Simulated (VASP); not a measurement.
# InPd (P4/mmm) in VASP: notebook

InPd is run at these levels: LDA; tasks: single point.

Everything below comes from runs of VASP 6.6.1. Logs are shortened: lines on timing, memory, paths and dates and some standing lists are left out, and cuts for length are marked.

### Step 1. The cell of the first run

Symmetry: P4/mmm, No. 123, tetragonal system. Conventional cell: a = 3.454 Å, b = 3.454 Å, c = 2.936 Å, α = 90.00°, β = 90.00°, γ = 90.00°. Within 3.8 Å of In (site symmetry 4/mmm) lie 8 Pd at 2.85 Å and 6 In at 2.94 to 3.45 Å. Within 3.8 Å of Pd (site symmetry 4/mmm) lie 8 In at 2.85 Å and 6 Pd at 2.94 to 3.45 Å.

### Step 2. Single point, LDA

INCAR reads:

```
PREC = Accurate
ENCUT = 520
EDIFF = 1E-6
ISMEAR = 0
SIGMA = 0.15
LREAL = F
LASPH = T
NELM = 100
ALGO = Fast
ISIF = 2
LWAVE = F
LCHARG = T
LELF = T
LVHAR = T
NBANDS = 18
```

KPOINTS reads:

```
Automatic mesh
0
Gamma
  16 16 16
```

POSCAR reads:

```
InPd
1.0
    3.4540214182      0.0000000000      0.0000000000
    0.0000000000      3.4540214182      0.0000000000
    0.0000000000      0.0000000000      2.9359182055
In Pd
1 1
Direct
    0.0000000000      0.0000000000      0.0000000000
    0.5000000000      0.5000000000      0.5000000000
```

Potentials or basis: VASP PAW LDA potentials, release 64 (In_d, Pd).

Run with:

```console
$ cat potpaw_LDA.64/In_d/POTCAR potpaw_LDA.64/Pd/POTCAR > POTCAR
$ mpirun -np 1 vasp_std > vasp.out
```

OUTCAR:

```text
PREC = Accurate
   ENCUT = 520
   EDIFF = 1E-6
   ISMEAR = 0
   LREAL = F
   LASPH = T
   NELM = 100
   ISIF = 2

 ion  position               nearest neighbor table
   1  0.000  0.000  0.000-   2 2.85   2 2.85   2 2.85   2 2.85   2 2.85   2 2.85   2 2.85   2 2.85

   2  0.500  0.500  0.500-   1 2.85   1 2.85   1 2.85   1 2.85   1 2.85   1 2.85   1 2.85   1 2.85

  LATTYP: Found a simple tetragonal cell.
 ALAT       =     3.4540214182
 C/A-ratio  =     0.8500000000

  Lattice vectors:

 A1 = (   3.4540214182,   0.0000000000,   0.0000000000)
 A2 = (   0.0000000000,   3.4540214182,   0.0000000000)
 A3 = (   0.0000000000,   0.0000000000,   2.9359182055)

Analysis of symmetry for initial positions (statically):
=====================================================================
 Subroutine PRICEL returns:
 Original cell was already a primitive cell.

 Routine SETGRP: Setting up the symmetry group for a
 simple tetragonal supercell.

 Subroutine GETGRP returns: Found 16 space group operations
 (whereof 16 operations were pure point group operations)
 out of a pool of 16 trial point group operations.

The static configuration has the point symmetry D_4h.

Analysis of symmetry for dynamics (positions and initial velocities):
=====================================================================
 Subroutine PRICEL returns:
 Original cell was already a primitive cell.

 Routine SETGRP: Setting up the symmetry group for a
 simple tetragonal supercell.

 Subroutine GETGRP returns: Found 16 space group operations
 (whereof 16 operations were pure point group operations)
 out of a pool of 16 trial point group operations.

The dynamic configuration has the point symmetry D_4h.

 Subroutine INISYM returns: Found 16 space group operations
 (whereof 16 operations are pure point group operations),
 and found     1 'primitive' translations

----------------------------------------------------------------------------------------

                                     Primitive cell

  volume of cell :      35.0263

  direct lattice vectors                    reciprocal lattice vectors
     3.454021418  0.000000000  0.000000000     0.289517603  0.000000000  0.000000000
     0.000000000  3.454021418  0.000000000     0.000000000  0.289517603  0.000000000
     0.000000000  0.000000000  2.935918206     0.000000000  0.000000000  0.340608944

  length of vectors
     3.454021418  3.454021418  2.935918206     0.289517603  0.289517603  0.340608944

  position of ions in fractional coordinates (direct lattice)
     0.000000000  0.000000000  0.000000000
     0.500000000  0.500000000  0.500000000

  ion indices of the primitive-cell ions
   primitive index   ion index
                 1           1
                 2           2

----------------------------------------------------------------------------------------

 KPOINTS: Automatic mesh

Automatic generation of k-mesh.
 Grid dimensions read from file:
 generate k-points for:   16   16   16

 Generating k-lattice:

  Cartesian coordinates                     Fractional coordinates (reciprocal lattice)
     0.018094850  0.000000000  0.000000000     0.062500000  0.000000000  0.000000000
     0.000000000  0.018094850  0.000000000     0.000000000  0.062500000  0.000000000
     0.000000000  0.000000000  0.021288059     0.000000000  0.000000000  0.062500000

  Length of vectors
     0.018094850  0.018094850  0.021288059

  Shift w.r.t. Gamma in fractional coordinates (k-lattice)
     0.000000000  0.000000000  0.000000000

 Subroutine IBZKPT returns following result:
 ===========================================

 Found    405 irreducible k-points:

 Following reciprocal coordinates:
            Coordinates               Weight
  0.000000  0.000000  0.000000      1.000000
  0.062500  0.000000  0.000000      4.000000
  0.125000  0.000000  0.000000      4.000000
  0.187500  0.000000  0.000000      4.000000
  0.250000  0.000000  0.000000      4.000000
  0.312500  0.000000  0.000000      4.000000
[... 16 lines left out ...]
  0.437500  0.125000  0.000000      8.000000
  0.500000  0.125000  0.000000      4.000000
 [... further k-points ...]
   k-points           NKPTS =    405   k-points in BZ     NKDIM =    405   number of bands    NBANDS=     18
   number of dos      NEDOS =    301   number of ions     NIONS =      2
   total plane-waves  NPLWV =  18816
   dimension x,y,z NGX =    28 NGY =   28 NGZ =   24
   dimension x,y,z NGXF=    56 NGYF=   56 NGZF=   48
   ions per type =               1   1
   NGX,Y,Z   is equivalent  to a cutoff of  13.48, 13.48, 13.59 a.u.
   NGXF,Y,Z  is equivalent  to a cutoff of  26.95, 26.95, 27.18 a.u.
 SYSTEM =  unknown system
   PREC   = accura    normal or accurate (medium, high low for compatibility)
   ISTART =      0    job   : 0-new  1-cont  2-samecut
   ICHARG =      2    charge: 1-file 2-atom 10-const
   ISPIN  =      1    spin polarized calculation?
   LNONCOLLINEAR =      F non collinear calculations
   LSORBIT =      F    spin-orbit coupling
   LASPH  =      T    aspherical Exc in radial PAW
   ENCUT  =  520.0 eV  38.22 Ry    6.18 a.u.   6.42  6.42  5.46*2*pi/ulx,y,z
   NELM   =    100;   NELMIN=  2; NELMDL= -5     # of ELM steps
   EDIFF  = 0.1E-05   stopping-criterion for ELM
   LREAL  =      F    real-space projection
   EDIFFG = 0.1E-04   stopping-criterion for IOM
   NSW    =      0    number of steps for IOM
   IBRION =     -1    ionic relax: 0-MD 1-quasi-New 2-CG
   NFREE  =      0    steps in history (QN), initial steepest desc. (CG)
   ISIF   =      2    stress and relaxation
   ISYM   =      2    0-nonsym 1-usesym 2-fastsym
   POTIM  = 0.5000    time-step for ionic-motion
   TEBEG  =    0.0;   TEEND  =   0.0 temperature during run
   PSTRESS=    0.0 pullay stress
   NELECT =      23.0000    total number of electrons
   NUPDOWN=      -1.0000    fix difference up-down
   EMIN   =  10.00;   EMAX   =-10.00  energy-range for DOS
   EFERMI =   0.00;   METHOD = LEGACY
   ISMEAR =     0;   SIGMA  =   0.15  broadening in eV -4-tet -1-fermi 0-gaus
   EFERMI_NEDOS =   21; number of points for ismear=-14 and -15
   IALGO  =     68    algorithm
   IMIX   =      4    mixing-type and parameters
     AMIX     =   0.40;   BMIX     =  1.00
     AMIX_MAG =   1.60;   BMIX_MAG =  1.00
  volume/ion in A,a.u.               =      17.51       118.18
  Fermi-wavevector in a.u.,A,eV,Ry     =   1.422938  2.688964 27.548447  2.024754
  Thomas-Fermi vector in A             =   2.543589
   LORBIT       =      0    0 simple, 1 ext, 2 COOP (PROOUT), +10 PAW based schemes
   GGA     = CA    functional components
   LHFCALC =     F    Hartree Fock is set to
   AEXX    =    0.0000 exact exchange contribution
   IVDW    =     0    specifies the selected vdW correction
   LEPSILON=     F    determine dielectric tensor
   LRPA    =     F    only Hartree local field effects (RPA)
 non-spin polarized calculation
 RMM-DIIS sequential band-by-band and
 Gauss-broadening in eV      SIGMA  =   0.15
  energy-cutoff  :      520.00
  volume of cell :       35.03
 maximum number of plane-waves:       967
 NGX is ok and might be reduce to    28
   NGX = 13   NGY = 13   NGZ = 11

 number of electron      23.0000000 magnetization

 Free energy of the ion-electron system (eV)
  ---------------------------------------------------
  ext. energy  EPLUGINS =         0.00000000
  ---------------------------------------------------
  free energy    TOTEN  =       -10.69371866 eV

  energy without entropy =      -10.68416644  energy(sigma->0) =      -10.68894255

 E-fermi :  10.2806     XC(G=0): -12.5331

 val. band max:       10.2760996806   @ k =   0.0625   0.0000   0.4375
 cond. band min:      10.2830701504   @ k =   0.0000   0.0000   0.4375
 fundamental gap:      0.0069704698
 Fermi energy:        10.2805828853

 k-point     1 :       0.0000    0.0000    0.0000
  band No.  band energies     occupation
      1      -4.9186      2.00000
      2      -4.5758      2.00000
      3      -4.3324      2.00000
      4      -4.1928      2.00000
      5      -4.1928      2.00000
      6       0.0894      2.00000
[... 10 lines left out ...]
     17      23.7688      0.00000
     18      24.9624      0.00000

 k-point     2 :       0.0625    0.0000    0.0000
  band No.  band energies     occupation
      1      -4.9161      2.00000
      2      -4.5678      2.00000
      3      -4.3343      2.00000
      4      -4.1947      2.00000
      5      -4.1921      2.00000
      6       0.1452      2.00000
[... 10 lines left out ...]
     17      23.6812      0.00000
     18      24.8637      0.00000

 k-point     3 :       0.1250    0.0000    0.0000
  band No.  band energies     occupation
      1      -4.9092      2.00000
      2      -4.5447      2.00000
      3      -4.3397      2.00000
      4      -4.2003      2.00000
      5      -4.1901      2.00000
      6       0.3123      2.00000
[... 10 lines left out ...]
     17      23.4341      0.00000
     18      24.5225      0.00000

 k-point     4 :       0.1875    0.0000    0.0000
  band No.  band energies     occupation
      1      -4.8994      2.00000
      2      -4.5097      2.00000
      3      -4.3476      2.00000
      4      -4.2086      2.00000
      5      -4.1871      2.00000
      6       0.5893      2.00000
[... 10 lines left out ...]
     17      23.0770      0.00000
     18      23.8808      0.00000

 k-point     5 :       0.2500    0.0000    0.0000
  band No.  band energies     occupation
      1      -4.8884      2.00000
      2      -4.4679      2.00000
      3      -4.3570      2.00000
      4      -4.2183      2.00000
      5      -4.1836      2.00000
      6       0.9729      2.00000
[... 10 lines left out ...]
     17      23.0007      0.00000
     18      23.5053      0.00000

 k-point     6 :       0.3125    0.0000    0.0000
  band No.  band energies     occupation
      1      -4.8780      2.00000
      2      -4.4257      2.00000
      3      -4.3663      2.00000
      4      -4.2280      2.00000
      5      -4.1801      2.00000
      6       1.4564      2.00000
[... 10 lines left out ...]
     17      22.2740      0.00000
     18      23.9613      0.00000

 k-point     7 :       0.3750    0.0000    0.0000
  band No.  band energies     occupation
      1      -4.8696      2.00000
      2      -4.3896      2.00000
      3      -4.3743      2.00000
      4      -4.2362      2.00000
      5      -4.1771      2.00000
      6       2.0248      2.00000
[... 10 lines left out ...]
     17      21.9451      0.00000
     18      23.7815      0.00000

 k-point     8 :       0.4375    0.0000    0.0000
  band No.  band energies     occupation
      1      -4.8640      2.00000
      2      -4.3795      2.00000
      3      -4.3655      2.00000
      4      -4.2417      2.00000
      5      -4.1751      2.00000
      6       2.6324      2.00000
[... 10 lines left out ...]
     17      21.7248      0.00000
     18      23.6098      0.00000
[... 229 lines left out ...]
     17      22.1245      0.00000
     18      23.9472      0.00000

 k-point    20 :       0.2500    0.1250    0.0000
  band No.  band energies     occupation
      1      -4.8798      2.00000
      2      -4.4369      2.00000
      3      -4.3754      2.00000
      4      -4.2202      2.00000
      5      -4.1923      2.00000
      6       1.1770      2.00000
[... 10 lines left out ...]
     17      23.4512      0.00000
     18      24.0763      0.00000

 k-point    21 :       0.3125    0.1250    0.0000
  band No.  band energies     occupation
      1      -4.8697      2.00000
      2      -4.3947      2.00000
      3      -4.3886      2.00000
      4      -4.2303      2.00000
      5      -4.1906      2.00000
      6       1.6441      2.00000
[... 10 lines left out ...]
     17      23.5303      0.00000
     18      25.0397      0.00000

 k-point    22 :       0.3750    0.1250    0.0000
  band No.  band energies     occupation
      1      -4.8616      2.00000
      2      -4.3998      2.00000
      3      -4.3586      2.00000
      4      -4.2389      2.00000
      5      -4.1891      2.00000
      6       2.1842      2.00000
[... 10 lines left out ...]
     17      23.4573      0.00000
     18      24.7852      0.00000

 k-point    23 :       0.4375    0.1250    0.0000
  band No.  band energies     occupation
      1      -4.8564      2.00000
      2      -4.4072      2.00000
      3      -4.3344      2.00000
      4      -4.2447      2.00000
      5      -4.1881      2.00000
      6       2.7388      2.00000
[... 10 lines left out ...]
     17      23.4893      0.00000
     18      24.2379      0.00000

 k-point    24 :       0.5000    0.1250    0.0000
  band No.  band energies     occupation
      1      -4.8545      2.00000
      2      -4.4098      2.00000
      3      -4.3259      2.00000
      4      -4.2467      2.00000
      5      -4.1877      2.00000
      6       3.0539      2.00000
[... 10 lines left out ...]
     17      23.6292      0.00000
     18      23.8630      0.00000

 [... further k-points ...]
[... 5 lines left out ...]
  --------------------------------------------------------------------------------------
  -------------------------------------------------------------------------------------
  Total       -1.7984580     -1.7984580     -0.1071842      0.0000000      0.0000000      0.0000000
  in kB      -82.2653377    -82.2653377     -4.9028361      0.0000000      0.0000000      0.0000000
  external PRESSURE =     -56.4778372 kB  Pullay stress =       0.0000000 kB

 VOLUME and BASIS-vectors are now :
 -----------------------------------------------------------------------------
  energy-cutoff  :      520.00
  volume of cell :       35.03
      direct lattice vectors                 reciprocal lattice vectors
     3.454021418  0.000000000  0.000000000     0.289517603  0.000000000  0.000000000
     0.000000000  3.454021418  0.000000000     0.000000000  0.289517603  0.000000000
     0.000000000  0.000000000  2.935918206     0.000000000  0.000000000  0.340608944

 POSITION                                       TOTAL-FORCE (eV/Angst)
 -----------------------------------------------------------------------------------
      0.00000      0.00000      0.00000         0.000000      0.000000      0.000000
      1.72701      1.72701      1.46796         0.000000      0.000000      0.000000
 -----------------------------------------------------------------------------------
    total drift:                               -0.000000      0.000000      0.000000

  FREE ENERGIE OF THE ION-ELECTRON SYSTEM (eV)
  ---------------------------------------------------
  free  energy   TOTEN  =       -10.6937186601 eV

  energy  without entropy=      -10.6841664393  energy(sigma->0) =      -10.68894255
```

Wall time 1.9 min (1 thread of Intel Xeon 6975P-C (Granite Rapids), shared host); peak memory 0.36 GiB.

Results:

```yaml
Free_energy: -10.6937 eV
Pressure: -5.6 GPa
```

Stress tensor (GPa, compression positive):
```
-8.23  0.00  0.00
 0.00 -8.23  0.00
 0.00  0.00 -0.49
```

Caveat: spin-orbit coupling is left out, which moves the levels of the heavy elements.

[end of part 1 of 2]
